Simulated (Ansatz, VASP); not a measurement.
# Se: VASP beside Ansatz

File POSCAR:

```
Se
1.0
   -1.6694219206      1.6694219206      1.6694219206
    1.6694219206     -1.6694219206      1.6694219206
    1.6694219206      1.6694219206     -1.6694219206
Se
1
Direct
    0.0000000000      0.0000000000      0.0000000000
```

File INCAR.step1:

```
ALGO = Normal
EDIFF = 1E-4
ENCUT = 520
GGA = PE
ISMEAR = 0
LASPH = T
LCHARG = F
LREAL = F
LWAVE = T
NBANDS = 9
NELM = 100
PREC = Accurate
SIGMA = 0.05
```

File INCAR.step2:

```
ALGO = Normal
EDIFF = 1E-6
ENCUT = 520
ISIF = 2
ISMEAR = 0
ISTART = 1
LASPH = T
LCHARG = T
LELF = T
LMIXTAU = T
LREAL = F
LVHAR = T
LWAVE = F
METAGGA = R2SCAN
NBANDS = 9
NELM = 100
PREC = Accurate
SIGMA = 0.05
```

KPOINTS

```
k-points
0
Gamma
  18 18 18
```

Input for Ansatz:

```yaml
crystal:
  lattice:
    - [-1.6694219206, 1.6694219206, 1.6694219206]
    - [1.6694219206, -1.6694219206, 1.6694219206]
    - [1.6694219206, 1.6694219206, -1.6694219206]
  atoms:
    - { symbol: Se, position: [0.0, 0.0, 0.0] }
basis:
  ecutwfc: 500
  ecutrho_ratio: 4
kpoints:
  mp_grid: { grid: [18, 18, 18] }
hamiltonian:
  xc: r2scan
scf:
  occupations: { method: gaussian, width: 0.05 }
output:
  forces: true
  stress: true
  eigenvalues: true
```

Alike in both runs: task single point; functional r2SCAN; k mesh 18 × 18 × 18; occupations gaussian, width 0.05 eV; no spin polarisation.

|  | VASP | Ansatz |
| --- | --- | --- |
| version | VASP 6.6.1 | Ansatz 0.2.0 |
| potentials or method | VASP PAW PBE potentials, release 64 (Se), cutoff 520 eV | scalar-relativistic, plane waves, PAW |
| valence electrons in the cell | 6 | 16 |

|  | VASP | Ansatz | Ansatz less VASP |
| --- | --- | --- | --- |
| gap on the k mesh at the Fermi level (eV) | none | none | - |
| pressure (GPa) | 7.7 | 7.8 | +0.09 |

VASP's potentials were made for PBE, not for r2SCAN. A gap of «none» marks a metal or a gap that the smearing closes. VASP's potentials hold 6 valence electrons a cell and Ansatz's 16, so a difference there can come from the potentials and not from the codes.
